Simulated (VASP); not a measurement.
# CaB (P-6m2) in VASP: notebook

CaB is run at these levels: PBE; tasks: single point, relaxation of cell and atoms.

Everything below comes from runs of VASP 6.6.1. Logs are shortened: lines on timing, memory, paths and dates and some standing lists are left out, and cuts for length are marked.

### 1 The cell of the first run

The structure is hexagonal, space group P-6m2 (No. 187). Conventional cell: a = 3.578 Å, b = 3.578 Å, c = 3.738 Å, α = 90.00°, β = 90.00°, γ = 120.00°. Within 3.8 Å of Ca (site symmetry -6m2) lie 6 B at 2.79 Å and 8 Ca at 3.58 to 3.74 Å. B (site symmetry -6m2) has 6 Ca at 2.79 Å and 8 B at 3.58 to 3.74 Å within 3.8 Å.

### 2 Single point, PBE

Input file INCAR:

```
SYSTEM = CaB
ALGO = Normal ; EDIFF = 1E-6
ENCUT = 500 ; GGA = PE
GGA_COMPAT = .FALSE. ; ISIF = 2
ISMEAR = 0 ; LASPH = .TRUE.
LCHARG = .TRUE. ; LELF = .TRUE.
LREAL = .FALSE. ; LVHAR = .TRUE.
LWAVE = .FALSE. ; NBANDS = 14
NELM = 120 ; PREC = Accurate
SIGMA = 0.1
```

Input file KPOINTS:

```
k-points
0
G
  6 6 4
  0 0 0
```

Input file POSCAR:

```
CaB
1.0
    3.5776893788      0.0000000032      0.0000000000
   -1.7888446922      3.0983698873      0.0000000000
    0.0000000000      0.0000000000      3.7380548139
Ca B
1 1
Direct
    0.6666666667      0.3333333333      0.5000000000
    0.3333333333      0.6666666667      0.0000000000
```

Potentials or basis: VASP PAW PBE potentials, release 64 (Ca_sv, B).

The run is started by

```console
> cat potpaw_PBE.64/Ca_sv/POTCAR potpaw_PBE.64/B/POTCAR > POTCAR
> mpirun -np 1 vasp_std > vasp.out
```

OUTCAR:

```text
SYSTEM = CaB
   EDIFF = 1E-6
   ENCUT = 500
   GGA = PE
   ISIF = 2
   ISMEAR = 0
   LASPH = .TRUE.
   LREAL = .FALSE.
   NELM = 120
   PREC = Accurate

 ion  position               nearest neighbor table
   1  0.667  0.333  0.500-
   2  0.333  0.667  0.000-

  LATTYP: Found a hexagonal cell.
 ALAT       =     3.5776893788
 C/A-ratio  =     1.0448237446

  Lattice vectors:

 A1 = (   3.5776893788,   0.0000000032,   0.0000000000)
 A2 = (  -1.7888446922,   3.0983698873,   0.0000000000)
 A3 = (   0.0000000000,   0.0000000000,   3.7380548139)

Analysis of symmetry for initial positions (statically):
=====================================================================
 Subroutine PRICEL returns:
 Original cell was already a primitive cell.

 Routine SETGRP: Setting up the symmetry group for a
 hexagonal supercell.

 Subroutine GETGRP returns: Found 12 space group operations
 (whereof 12 operations were pure point group operations)
 out of a pool of 24 trial point group operations.

The static configuration has the point symmetry D_3h.

Analysis of symmetry for dynamics (positions and initial velocities):
=====================================================================
 Subroutine PRICEL returns:
 Original cell was already a primitive cell.

 Routine SETGRP: Setting up the symmetry group for a
 hexagonal supercell.

 Subroutine GETGRP returns: Found 12 space group operations
 (whereof 12 operations were pure point group operations)
 out of a pool of 24 trial point group operations.

The dynamic configuration has the point symmetry D_3h.

 Subroutine INISYM returns: Found 12 space group operations
 (whereof 12 operations are pure point group operations),
 and found     1 'primitive' translations

----------------------------------------------------------------------------------------

                                     Primitive cell

  volume of cell :      41.4364

  direct lattice vectors                    reciprocal lattice vectors
     3.577689379  0.000000003  0.000000000     0.279510012  0.161375181  0.000000000
    -1.788844692  3.098369887  0.000000000    -0.000000000  0.322750361  0.000000000
     0.000000000  0.000000000  3.738054814     0.000000000  0.000000000  0.267518817

  length of vectors
     3.577689379  3.577689379  3.738054814     0.322750361  0.322750361  0.267518817

  position of ions in fractional coordinates (direct lattice)
     0.666666667  0.333333333  0.500000000
     0.333333333  0.666666667  0.000000000

  ion indices of the primitive-cell ions
   primitive index   ion index
                 1           1
                 2           2

[... 80 lines left out ...]
   EMIN   =  10.00;   EMAX   =-10.00  energy-range for DOS
   EFERMI =   0.00;   METHOD = LEGACY
   ISMEAR =     0;   SIGMA  =   0.10  broadening in eV -4-tet -1-fermi 0-gaus
   EFERMI_NEDOS =   21; number of points for ismear=-14 and -15
   IALGO  =     38    algorithm
   IMIX   =      4    mixing-type and parameters
     AMIX     =   0.40;   BMIX     =  1.00
     AMIX_MAG =   1.60;   BMIX_MAG =  1.00
  volume/ion in A,a.u.               =      20.72       139.81
  Fermi-wavevector in a.u.,A,eV,Ry     =   1.112403  2.102137 16.836395  1.237440
  Thomas-Fermi vector in A             =   2.248977
   LORBIT       =      0    0 simple, 1 ext, 2 COOP (PROOUT), +10 PAW based schemes
   GGA     = PE    functional components
   LHFCALC =     F    Hartree Fock is set to
   AEXX    =    0.0000 exact exchange contribution
   IVDW    =     0    specifies the selected vdW correction
   LEPSILON=     F    determine dielectric tensor
   LRPA    =     F    only Hartree local field effects (RPA)
 non-spin polarized calculation
 Gauss-broadening in eV      SIGMA  =   0.10
  energy-cutoff  :      500.00
  volume of cell :       41.44
 maximum number of plane-waves:      1081
 NGX is ok and might be reduce to    28
   NGX = 13   NGY = 13   NGZ = 13

 number of electron      12.9999997 magnetization

 Free energy of the ion-electron system (eV)
  ---------------------------------------------------
  ext. energy  EPLUGINS =         0.00000000
  ---------------------------------------------------
  free energy    TOTEN  =        -6.61445076 eV

  energy without entropy =       -6.60521258  energy(sigma->0) =       -6.60983167

 E-fermi :   2.4140     XC(G=0):  -9.1825

 val. band max:        2.4051584527   @ k =   0.3333   0.3333   0.2500
 cond. band min:       2.4189667116   @ k =   0.5000  -0.0000   0.2500
 fundamental gap:      0.0138082589
 Fermi energy:         2.4140091950

 k-point     1 :       0.0000    0.0000    0.0000
  band No.  band energies     occupation
      1     -37.6567      2.00000
      2     -18.6406      2.00000
      3     -18.5745      2.00000
      4     -18.5745      2.00000
      5      -4.7609      2.00000
      6       3.8921      0.00000
      7       4.1259      0.00000
      8       4.1259      0.00000
      9       4.1388      0.00000
     10       8.1751      0.00000
     11       8.1751      0.00000
     12       8.4010      0.00000
     13       8.4010      0.00000
     14       9.0614      0.00000
[... 326 lines left out ...]
      1     -37.6115      2.00000
      2     -18.7649      2.00000
      3     -18.7494      2.00000
      4     -18.7266      2.00000
      5      -2.1427      2.00000
      6       1.1040      2.00000
      7       1.7217      2.00000
      8       2.6452      0.00108
      9       5.3192      0.00000
     10       8.6586      0.00000
     11       9.1420      0.00000
     12       9.5595      0.00000
     13      10.1148      0.00000
     14      10.3179      0.00000

------------------------ aborting loop because EDIFF is reached ----------------------------------------

  FORCE on cell =-STRESS in cart. coord.  units (eV):
  Direction    XX          YY          ZZ          XY          YZ          ZX
  --------------------------------------------------------------------------------------
  -------------------------------------------------------------------------------------
  Total        0.0512828      0.0512828      0.0077341     -0.0000000     -0.0000000      0.0000000
  in kB        1.9829003      1.9829003      0.2990470     -0.0000000     -0.0000000      0.0000000
  external PRESSURE =       1.4216158 kB  Pullay stress =       0.0000000 kB

 VOLUME and BASIS-vectors are now :
 -----------------------------------------------------------------------------
  energy-cutoff  :      500.00
  volume of cell :       41.44
      direct lattice vectors                 reciprocal lattice vectors
     3.577689379  0.000000003  0.000000000     0.279510012  0.161375181  0.000000000
    -1.788844692  3.098369887  0.000000000    -0.000000000  0.322750361  0.000000000
     0.000000000  0.000000000  3.738054814     0.000000000  0.000000000  0.267518817

 POSITION                                       TOTAL-FORCE (eV/Angst)
 -----------------------------------------------------------------------------------
      1.78884      1.03279      1.86903         0.000000     -0.000000      0.000000
     -0.00000      2.06558      0.00000        -0.000000      0.000000      0.000000
 -----------------------------------------------------------------------------------
    total drift:                               -0.000000      0.000000      0.000000

  FREE ENERGIE OF THE ION-ELECTRON SYSTEM (eV)
  ---------------------------------------------------
  free  energy   TOTEN  =        -6.6144507628 eV

  energy  without entropy=       -6.6052125771  energy(sigma->0) =       -6.60983167
```

stdout:

```text
POSCAR found type information on POSCAR CaB
 POSCAR found :  2 types and       2 ions
 scaLAPACK will be used
 LDA part: xc-table for (Slater+PW92), standard interpolation
 POSCAR, INCAR and KPOINTS ok, starting setup
 FFT: planning ... GRIDC
 FFT: planning ... GRID_SOFT
 FFT: planning ... GRID
 WAVECAR not read
 entering main loop
```

Run time: 8.3 s. Hardware: 1 thread of AMD EPYC 7R13 (Zen 3), shared host; peak memory 0.13 GiB.

What came out:

```yaml
Free_energy: -6.6145 eV
Pressure: 0.1 GPa
Band_gap_on_the_k_mesh: zero (an odd number of electrons rules out a gap without spin polarisation)
```

Levels at points of the mesh, in eV from the Fermi level:
```csv
k point,band 2,band 3,band 4,band 5,band 6,band 7,band 8,band 9,band 10,band 11
"(0.00, 0.00, 0.00)",-21.05,-20.99,-20.99,-7.17,1.48,1.71,1.71,1.72,5.76,5.76
"(0.50, 0.00, 0.00)",-21.28,-21.06,-21.01,-5.07,-2.22,0.79,1.84,2.13,5.29,6.41
"(0.00, 0.00, 0.50)",-21.22,-20.98,-20.98,-5.70,-2.71,2.29,2.29,4.09,4.09,5.19
"(0.50, 0.00, 0.50)",-21.26,-21.15,-21.04,-4.79,-1.09,-0.91,0.87,2.50,6.34,6.42
```

Caveat: the k points lie up to 0.42 Å⁻¹ apart, too coarse for converged energies and pressures of a metal.

### 3 Single point, PBE

This run uses another cell than the first one, of 24.70 Å³/atom.

Input file INCAR:

```
PREC = Accurate ; ENCUT = 500
EDIFF = 1E-6 ; ISMEAR = 0
SIGMA = 0.1 ; LREAL = False
LASPH = True ; NELM = 120
ALGO = Normal ; ISIF = 2
LWAVE = False ; LCHARG = False
GGA = PE ; NBANDS = 14
GGA_COMPAT = False
```

Input file KPOINTS:

```
regular mesh
0
Gamma
  6 6 4
```

Input file POSCAR:

```
CaB
1.0
    3.2687377100      0.0000000000      0.0000000000
   -1.6343688600      2.8308099000      0.0000000000
    0.0000000000      0.0000000000      5.3378486900
Ca B
1 1
Direct
    0.6666666700      0.3333333300      0.5000000000
    0.3333333300      0.6666666700      0.0000000000
```

Potentials or basis: VASP PAW PBE potentials, release 64 (Ca_sv, B).

The run is started by

```console
> cat potpaw_PBE.64/Ca_sv/POTCAR potpaw_PBE.64/B/POTCAR > POTCAR
> mpirun -np 1 vasp_std > vasp.out
```

Wall time 7.8 s (1 thread of AMD EPYC 7R13 (Zen 3), shared host); peak memory 0.13 GiB.

Results (log left out):

- Free energy: -5.1329 eV
- Pressure: -6.1 GPa
- Band gap on the k mesh: zero (an odd number of electrons rules out a gap without spin polarisation)

Stress tensor (GPa, compression positive):
```
  2.52   0.00   0.00
  0.00   2.52   0.00
  0.00   0.00 -23.40
```

Levels at points of the mesh, in eV from the Fermi level:
| k point | band 5 | band 6 | band 7 | band 8 | band 9 | band 10 |
| --- | --- | --- | --- | --- | --- | --- |
| (0.00, 0.00, 0.00) | -6.78 | -1.21 | -0.88 | 3.00 | 3.00 | 4.67 |
| (0.50, 0.00, 0.00) | -4.02 | -1.55 | -0.15 | 0.63 | 3.24 | 3.88 |
| (0.00, 0.00, 0.50) | -6.35 | -3.35 | 1.12 | 3.15 | 3.15 | 4.21 |
| (0.50, 0.00, 0.50) | -4.05 | -1.16 | -0.50 | 0.96 | 2.76 | 3.13 |

Caveat: the k points lie up to 0.37 Å⁻¹ apart, too coarse for converged energies and pressures of a metal.

### 4 Relaxation of cell and atoms, PBE

This run uses another cell than the first one, of 24.70 Å³/atom.

Input file INCAR:

```
PREC = Accurate
ENCUT = 500
EDIFF = 1E-7
ISMEAR = 0
SIGMA = 0.1
LREAL = F
LASPH = T
NELM = 120
ALGO = Normal
ISIF = 3
LWAVE = F
LCHARG = F
GGA = PE
IBRION = 2
NSW = 90
EDIFFG = -0.04
GGA_COMPAT = F
NELMIN = 4
```

Input file KPOINTS:

```
Automatic mesh
0
Gamma
  6 6 4
```

POSCAR is that of step 3.

The run is started by

```console
> cat potpaw_PBE.64/Ca_sv/POTCAR potpaw_PBE.64/B/POTCAR > POTCAR
> mpirun -np 1 vasp_std > vasp.out
```

Run time: 48 s. Hardware: 1 thread of AMD EPYC 7R13 (Zen 3), shared host; peak memory 0.14 GiB.

The run converged. Its results:

* Free energy: -6.6148 eV
* Relaxed volume: 20.80 Å³/atom
* Relaxed cell: a = 3.584 Å, b = 3.584 Å, c = 3.740 Å, α = 90.00°, β = 90.00°, γ = 120.00°
* Space group after relaxing (to 0.1 Å): P-6m2 (No. 187)
* Energy gained by relaxing: 741.0 meV/atom
* Ionic steps: 8
* Pressure after relaxing: 0.0 GPa
* Band gap on the k mesh: zero (an odd number of electrons rules out a gap without spin polarisation)

The path:
| step | energy change (eV) | largest force (eV/Å) | pressure (GPa) | volume (Å³) |
| --- | --- | --- | --- | --- |
| 1 | 0.0000 | 0.0000 | -6.12 | 49.39 |
| 2 | -1.0909 | 0.0000 | -2.84 | 42.34 |
| 3 | -1.3455 | 0.0000 | 1.99 | 39.11 |
| 4 | -0.9395 | 0.0000 | 18.73 | 32.29 |
| 5 | -1.3817 | 0.0000 | 5.41 | 37.36 |
| 6 | -1.4761 | 0.0000 | 1.07 | 40.57 |
| 7 | -1.4817 | 0.0000 | -0.27 | 41.85 |
| 8 | -1.4820 | 0.0000 | -0.03 | 41.61 |

Final structure:
```yaml
crystal:
  lattice:
    - [3.58403, 0.00000, 0.00000]
    - [-1.79201, 3.10386, 0.00000]
    - [0.00000, 0.00000, 3.74043]
  atoms:
    - { symbol: Ca, position: [0.66667, 0.33333, 0.50000] }
    - { symbol: B, position: [0.33333, 0.66667, 0.00000] }
```

Levels at points of the mesh, in eV from the Fermi level:
```
           k point  band 2  band 3  band 4  band 5  band 6  band 7  band 8  band 9  band 10
(0.00, 0.00, 0.00)  -21.07  -21.00  -21.00   -7.16    1.48    1.70    1.70    1.73     5.74
(0.50, 0.00, 0.00)  -21.29  -21.07  -21.02   -5.07   -2.22    0.79    1.82    2.13     5.28
(0.00, 0.00, 0.50)  -21.23  -20.99  -20.99   -5.69   -2.70    2.27    2.27    4.08     4.08
(0.50, 0.00, 0.50)  -21.27  -21.16  -21.05   -4.79   -1.08   -0.91    0.87    2.49     6.32
```

Caveat: the k points lie up to 0.42 Å⁻¹ apart in the final cell, too coarse for converged energies and pressures of a metal; the volume moved by over 15 % at a fixed basis, so the end points are rough.

### 5 The runs side by side

```tsv
task	cell	gap on the mesh (eV)	pressure (GPa)
single point	a = 3.578, b = 3.578, c = 3.738 Å, angles 90.0, 90.0, 120.0°, 2 atoms	none	0.1
single point	a = 3.269, b = 3.269, c = 5.338 Å, angles 90.0, 90.0, 120.0°, 2 atoms	none	-6.1
relaxation of cell and atoms	relaxed from a = 3.269, b = 3.269, c = 5.338 Å, angles 90.0, 90.0, 120.0°, 2 atoms	none	0.0
```

Alike in all rows: level PBE; potentials or basis VASP PAW PBE potentials, release 64 (Ca_sv, B); no spin polarisation; k mesh 6 × 6 × 4; cutoff (eV) 500; smearing gaussian 0.1 eV.

Caveats: all runs use coarse meshes; the volume moved by over 15 % at a fixed basis, so the end points are rough (at least some runs).

Total energies depend on the potentials used, so only differences within one code and one set of settings carry meaning.
